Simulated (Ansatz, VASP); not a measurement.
# One calculation of LiSi2N2, two programs

```xyz
5
Lattice="2.2407 -3.5848 0.0000 2.2407 3.5848 0.0000 0.0000 0.0000 4.5642" Properties=species:S:1:pos:R:3 pbc="T T T"
Li    2.2407    0.0000    0.0000
Si    2.2407    2.2971    0.0000
Si    2.2407   -2.2971    0.0000
N     1.1204    1.7924    2.2821
N     1.1204   -1.7924    2.2821
```

Alike in both runs: task single point; functional PBE; k mesh 4 × 4 × 4; occupations gaussian, width 0.1 eV; collinear spin.

```csv
,VASP,Ansatz
version,VASP 6.6.1,Ansatz 0.2.0
potentials or method,"VASP PAW PBE potentials, release 64 (Li_sv, Si, N), cutoff 750 eV","scalar-relativistic, plane waves, PAW"
valence electrons in the cell,21,21
```

VASP gave:

| Property | Result |
| --- | --- |
| gap on the k mesh at the Fermi level (eV) | none |
| pressure (GPa) | -11.2 |
| traceless stress, the component that is largest in VASP (GPa) | -19.63 |
| rms of the force components (eV/Å) | 0.417 |
| net moment per atom (μB) | 0.27 |
| size of the moment on the site where the two differ most (μB) | 0.51 |

**Question.** Estimate Ansatz's values.

**Answer.** gap on the k mesh at the Fermi level (eV): none; pressure (GPa): -11.1; traceless stress, the component that is largest in VASP (GPa): -19.62; rms of the force components (eV/Å): 0.413; net moment per atom (μB): 0.27; size of the moment on the site where the two differ most (μB): 0.62.

Site moments also hang on the region over which each program counts them. Atom by atom the forces differ by 0.004 eV/Å (rms over components). A gap of «none» marks a metal or a gap that the smearing closes. The functional is the same, so the differences come from potentials, cutoffs and numerics.

The k mesh is coarse, so the values compare programs but aren't converged.
